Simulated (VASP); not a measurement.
# ScAl2N3 (R-3m) in VASP: relaxation of cell and atoms with PBE

Aim: the relaxation of cell and atoms of ScAl2N3 with PBE.

Everything below comes from runs of VASP 6.6.1. Logs are shortened: lines on timing, memory, paths and dates and some standing lists are left out, and cuts for length are marked.

### Step 1. The cell of the first run

The structure is trigonal, space group R-3m (No. 166). The conventional cell has a = 5.616 Å, b = 5.616 Å, c = 9.552 Å, α = 90.00°, β = 90.00°, γ = 120.00°. Sc (site symmetry -3m) has 6 N at 2.27 Å and 2 Al at 2.47 Å within 3.0 Å. Within 2.5 Å of Al (site symmetry 3m) lie 3 N at 1.84 Å and 1 Sc at 2.47 Å. N (site symmetry 2/m) has 2 Al at 1.84 Å and 2 Sc at 2.27 Å within 2.4 Å.

The cell was built from a structure type or drawn by symmetry, and may not be a known phase.

### Step 2. Relaxation of cell and atoms, PBE

Contents of INCAR:

```
ALGO = Normal
EDIFF = 1E-7
EDIFFG = -0.01
ENCUT = 600
GGA = PE
IBRION = 2
ISIF = 3
ISMEAR = 0
LASPH = True
LCHARG = False
LREAL = False
LWAVE = False
NELM = 80
NSW = 100
PREC = Accurate
SIGMA = 0.1
```

Contents of KPOINTS:

```
k-points
0
Gamma
  12 12 12
```

Contents of POSCAR:

```
ScAl2N3
1.0
    2.8078629901      1.6211204532      3.1839259034
   -2.8078629901      1.6211204532      3.1839259034
    0.0000000000     -3.2422409064      3.1839259034
Sc Al N
1 2 3
Direct
    0.0000000000      0.0000000000      0.0000000000
    0.2584163438      0.2584163438      0.2584163438
    0.7415836562      0.7415836562      0.7415836562
    0.0000000000      0.5000000000      0.0000000000
    0.0000000000      0.0000000000      0.5000000000
    0.5000000000      0.0000000000      0.0000000000
```

Potentials or basis: VASP PAW PBE potentials, release 64 (Sc_sv, Al, N).

On the command line:

```sh
cat potpaw_PBE.64/Sc_sv/POTCAR potpaw_PBE.64/Al/POTCAR potpaw_PBE.64/N/POTCAR > POTCAR
mpirun -np 1 vasp_std > vasp.out
```

OUTCAR:

```text
EDIFF = 1E-7
   EDIFFG = -0.01
   ENCUT = 600
   GGA = PE
   IBRION = 2
   ISIF = 3
   ISMEAR = 0
   LASPH = True
   LREAL = False
   NELM = 80
   NSW = 100
   PREC = Accurate

 ion  position               nearest neighbor table
   1  0.000  0.000  0.000-   4 2.27   6 2.27   4 2.27   6 2.27   5 2.27   5 2.27   2 2.47   3 2.47
                             2 3.32   3 3.32   2 3.32   3 3.32   2 3.32   3 3.32
   2  0.258  0.258  0.258-   4 1.84   6 1.84   5 1.84   1 2.47   1 3.32   1 3.32   1 3.32
   3  0.742  0.742  0.742-   4 1.84   6 1.84   5 1.84   1 2.47   1 3.32   1 3.32   1 3.32
   4  0.000  0.500  0.000-   2 1.84   3 1.84   1 2.27   1 2.27
   5  0.000  0.000  0.500-   2 1.84   3 1.84   1 2.27   1 2.27
   6  0.500  0.000  0.000-   2 1.84   3 1.84   1 2.27   1 2.27

  LATTYP: Found a trigonal (rhomboedric) cell.
 ALAT       =     4.5441732200
 COS(alpha) =     0.2363891952

  Lattice vectors:

 A1 = (   2.8078629901,   1.6211204532,   3.1839259034)
 A2 = (  -2.8078629901,   1.6211204532,   3.1839259034)
 A3 = (   0.0000000000,  -3.2422409064,   3.1839259034)

Analysis of symmetry for initial positions (statically):
=====================================================================
 Subroutine PRICEL returns:
 Original cell was already a primitive cell.

 Routine SETGRP: Setting up the symmetry group for a
 trigonal (rhombohedral) supercell.

 Subroutine GETGRP returns: Found 12 space group operations
 (whereof 12 operations were pure point group operations)
 out of a pool of 12 trial point group operations.

The static configuration has the point symmetry D_3d.

Analysis of symmetry for dynamics (positions and initial velocities):
=====================================================================
 Subroutine PRICEL returns:
 Original cell was already a primitive cell.

 Routine SETGRP: Setting up the symmetry group for a
 trigonal (rhombohedral) supercell.

 Subroutine GETGRP returns: Found 12 space group operations
 (whereof 12 operations were pure point group operations)
 out of a pool of 12 trial point group operations.

The dynamic configuration has the point symmetry D_3d.

 Subroutine INISYM returns: Found 12 space group operations
 (whereof 12 operations are pure point group operations),
 and found     1 'primitive' translations

----------------------------------------------------------------------------------------

                                     Primitive cell

  volume of cell :      86.9572

  direct lattice vectors                    reciprocal lattice vectors
     2.807862990  1.621120453  3.183925903     0.178071367  0.102809551  0.104692554
    -2.807862990  1.621120453  3.183925903    -0.178071367  0.102809551  0.104692554
     0.000000000 -3.242240906  3.183925903     0.000000000 -0.205619103  0.104692554

  length of vectors
     4.544173220  4.544173220  4.544173220     0.230737397  0.230737397  0.230737397

  position of ions in fractional coordinates (direct lattice)
     0.000000000  0.000000000  0.000000000
     0.258416344  0.258416344  0.258416344
     0.741583656  0.741583656  0.741583656
     1.000000000  0.500000000  0.000000000
     0.000000000  0.000000000  0.500000000
     0.500000000  1.000000000  0.000000000

  ion indices of the primitive-cell ions
   primitive index   ion index
                 1           1
                 2           2
                 3           3
                 4           4
                 5           5
                 6           6

----------------------------------------------------------------------------------------

 KPOINTS: k-points

Automatic generation of k-mesh.
 Grid dimensions read from file:
 generate k-points for:   12   12   12

 Generating k-lattice:

  Cartesian coordinates                     Fractional coordinates (reciprocal lattice)
     0.014839281  0.008567463  0.008724379     0.083333333  0.000000000  0.000000000
    -0.014839281  0.008567463  0.008724379     0.000000000  0.083333333  0.000000000
     0.000000000 -0.017134925  0.008724379     0.000000000  0.000000000  0.083333333

  Length of vectors
     0.019228116  0.019228116  0.019228116

  Shift w.r.t. Gamma in fractional coordinates (k-lattice)
     0.000000000  0.000000000  0.000000000

 Subroutine IBZKPT returns following result:
 ===========================================

 Found    189 irreducible k-points:

 Following reciprocal coordinates:
            Coordinates               Weight
  0.000000  0.000000  0.000000      1.000000
  0.083333  0.000000  0.000000      6.000000
  0.166667  0.000000  0.000000      6.000000
  0.250000  0.000000  0.000000      6.000000
  0.333333  0.000000  0.000000      6.000000
  0.416667  0.000000  0.000000      6.000000
[... 16 lines left out ...]
  0.500000  0.166667  0.000000     12.000000
 -0.416667  0.166667 -0.000000     12.000000
 [... further k-points ...]
   k-points           NKPTS =    189   k-points in BZ     NKDIM =    189   number of bands    NBANDS=     20
   number of dos      NEDOS =    301   number of ions     NIONS =      6
   total plane-waves  NPLWV =  46656
   dimension x,y,z NGX =    36 NGY =   36 NGZ =   36
   dimension x,y,z NGXF=    72 NGYF=   72 NGZF=   72
   ions per type =               1   2   3
   NGX,Y,Z   is equivalent  to a cutoff of  13.17, 13.17, 13.17 a.u.
   NGXF,Y,Z  is equivalent  to a cutoff of  26.34, 26.34, 26.34 a.u.
 SYSTEM =  unknown system
   PREC   = accura    normal or accurate (medium, high low for compatibility)
   ISTART =      0    job   : 0-new  1-cont  2-samecut
   ICHARG =      2    charge: 1-file 2-atom 10-const
   ISPIN  =      1    spin polarized calculation?
   LNONCOLLINEAR =      F non collinear calculations
   LSORBIT =      F    spin-orbit coupling
   LASPH  =      T    aspherical Exc in radial PAW
   ENCUT  =  600.0 eV  44.10 Ry    6.64 a.u.   9.08  9.08  9.08*2*pi/ulx,y,z
   NELM   =     80;   NELMIN=  2; NELMDL= -5     # of ELM steps
   EDIFF  = 0.1E-06   stopping-criterion for ELM
   LREAL  =      F    real-space projection
   EDIFFG = -.1E-01   stopping-criterion for IOM
   NSW    =    100    number of steps for IOM
   IBRION =      2    ionic relax: 0-MD 1-quasi-New 2-CG
   NFREE  =      1    steps in history (QN), initial steepest desc. (CG)
   ISIF   =      3    stress and relaxation
   ISYM   =      2    0-nonsym 1-usesym 2-fastsym
   POTIM  = 0.5000    time-step for ionic-motion
   TEBEG  =    0.0;   TEEND  =   0.0 temperature during run
   PSTRESS=    0.0 pullay stress
   NELECT =      32.0000    total number of electrons
   NUPDOWN=      -1.0000    fix difference up-down
   EMIN   =  10.00;   EMAX   =-10.00  energy-range for DOS
   EFERMI =   0.00;   METHOD = LEGACY
   ISMEAR =     0;   SIGMA  =   0.10  broadening in eV -4-tet -1-fermi 0-gaus
   EFERMI_NEDOS =   21; number of points for ismear=-14 and -15
   IALGO  =     38    algorithm
   IMIX   =      4    mixing-type and parameters
     AMIX     =   0.40;   BMIX     =  1.00
     AMIX_MAG =   1.60;   BMIX_MAG =  1.00
  volume/ion in A,a.u.               =      14.49        97.80
  Fermi-wavevector in a.u.,A,eV,Ry     =   1.173158  2.216946 18.725681  1.376299
  Thomas-Fermi vector in A             =   2.309575
   LORBIT       =      0    0 simple, 1 ext, 2 COOP (PROOUT), +10 PAW based schemes
   GGA     = PE    functional components
   LHFCALC =     F    Hartree Fock is set to
   AEXX    =    0.0000 exact exchange contribution
   IVDW    =     0    specifies the selected vdW correction
   LEPSILON=     F    determine dielectric tensor
   LRPA    =     F    only Hartree local field effects (RPA)
 conjugate gradient relaxation of ions
 non-spin polarized calculation
 Gauss-broadening in eV      SIGMA  =   0.10
  energy-cutoff  :      600.00
  volume of cell :       86.96
 maximum number of plane-waves:      2928
   NGX = 19   NGY = 19   NGZ = 19

--------------------------------------- Ionic step        1  -------------------------------------------

 number of electron      31.9999995 magnetization

 Free energy of the ion-electron system (eV)
  ---------------------------------------------------
  ext. energy  EPLUGINS =         0.00000000
  ---------------------------------------------------
  free energy    TOTEN  =       -41.00072142 eV

  energy without entropy =      -40.99007997  energy(sigma->0) =      -40.99540069

------------------------ aborting loop because EDIFF is reached ----------------------------------------

  FORCE on cell =-STRESS in cart. coord.  units (eV):
  Direction    XX          YY          ZZ          XY          YZ          ZX
  --------------------------------------------------------------------------------------
  -------------------------------------------------------------------------------------
  Total        0.0967418      0.0967418      0.4162398      0.0000000     -0.0000000     -0.0000000
  in kB        1.7824588      1.7824588      7.6691777      0.0000000     -0.0000000     -0.0000000
  external PRESSURE =       3.7446985 kB  Pullay stress =       0.0000000 kB
[... 185 lines left out ...]
  energy  without entropy=      -40.9907314985  energy(sigma->0) =      -40.99604023

--------------------------------------- Ionic step        6  -------------------------------------------

 number of electron      31.9999993 magnetization

 Free energy of the ion-electron system (eV)
  ---------------------------------------------------
  ext. energy  EPLUGINS =         0.00000000
  ---------------------------------------------------
  free energy    TOTEN  =       -41.00142755 eV

  energy without entropy =      -40.99079528  energy(sigma->0) =      -40.99611141

 E-fermi :   4.2236     XC(G=0):  -9.7124

 val. band max:        4.2228509768   @ k =  -0.4167  -0.4167   0.2500
 cond. band min:       4.2279182388   @ k =   0.3333   0.3333   0.0833
 fundamental gap:      0.0050672620
 Fermi energy:         4.2236087662

 k-point     1 :       0.0000    0.0000    0.0000
  band No.  band energies     occupation
      1     -44.6463      2.00000
      2     -23.4328      2.00000
      3     -23.2819      2.00000
      4     -23.2819      2.00000
      5     -10.8252      2.00000
      6      -8.9632      2.00000
[... 12 lines left out ...]
     19       5.8923      0.00000
[... 513 lines left out ...]
      4     -23.2833      2.00000
      5     -10.1582      2.00000
      6      -9.4317      2.00000
[... 12 lines left out ...]
     19       7.2307      0.00000
     20       7.5669      0.00000

 [... further k-points ...]

------------------------ aborting loop because EDIFF is reached ----------------------------------------

  FORCE on cell =-STRESS in cart. coord.  units (eV):
  Direction    XX          YY          ZZ          XY          YZ          ZX
  --------------------------------------------------------------------------------------
  -------------------------------------------------------------------------------------
  Total        0.0434829      0.0434829     -0.0114171      0.0000000     -0.0000000      0.0000000
  in kB        0.7976628      0.7976628     -0.2094387      0.0000000     -0.0000000      0.0000000
  external PRESSURE =       0.4619623 kB  Pullay stress =       0.0000000 kB
[... 21 lines left out ...]
  FREE ENERGIE OF THE ION-ELECTRON SYSTEM (eV)
  ---------------------------------------------------
  free  energy   TOTEN  =       -41.0014275469 eV

  energy  without entropy=      -40.9907952751  energy(sigma->0) =      -40.99611141

 reached required accuracy - stopping structural energy minimisation
```

Wall time 10 min (1 thread of Intel Xeon 6975P-C (Granite Rapids), shared host); peak memory 0.54 GiB.

What came out:

```
Free energy                           : -41.0014 eV
Relaxed volume                        : 14.56 Å³/atom
Relaxed cell                          : a = 4.553 Å, b = 4.553 Å, c = 4.553 Å, α = 76.16°, β = 76.16°, γ = 76.16°
Space group after relaxing (to 0.1 Å) : R-3m (No. 166)
Energy gained by relaxing             : 0.1 meV/atom
Ionic steps                           : 6
Pressure after relaxing               : 0.0 GPa
Largest force after relaxing          : 0.009 eV/Å
Band gap on the k mesh                : zero (bands 16 and 17 overlap by 0.87 eV)
```

Forces in eV/Å, atoms in the order of the input:
```
Sc   0.000  0.000  0.000
Al   0.000  0.000 -0.009
Al   0.000  0.000  0.009
N    0.000  0.000  0.000
N    0.000  0.000  0.000
N    0.000  0.000  0.000
```

Step by step:
```
step  energy change (eV)  largest force (eV/Å)  pressure (GPa)  volume (Å³)
   1              0.0000                0.0356            0.37        86.96
   2             -0.0001                0.1001           -0.36        87.38
   3             -0.0004                0.0356           -0.01        87.18
   4             -0.0006                0.0285            0.03        87.21
   5             -0.0006                0.0176            0.10        87.25
   6             -0.0007                0.0091            0.05        87.34
```

Final structure:
```cif
data_structure
_symmetry_space_group_name_H-M 'P 1'
_symmetry_Int_Tables_number 1
_cell_length_a 4.5535
_cell_length_b 4.5535
_cell_length_c 4.5535
_cell_angle_alpha 76.165
_cell_angle_beta 76.165
_cell_angle_gamma 76.165
_cell_volume 87.34
loop_
_atom_site_label
_atom_site_type_symbol
_atom_site_fract_x
_atom_site_fract_y
_atom_site_fract_z
_atom_site_occupancy
Sc1 Sc 0.00000 0.00000 0.00000 1
Al1 Al 0.25798 0.25798 0.25798 1
Al2 Al 0.74202 0.74202 0.74202 1
N1 N 0.00000 0.50000 0.00000 1
N2 N 0.00000 0.00000 0.50000 1
N3 N 0.50000 0.00000 0.00000 1
```
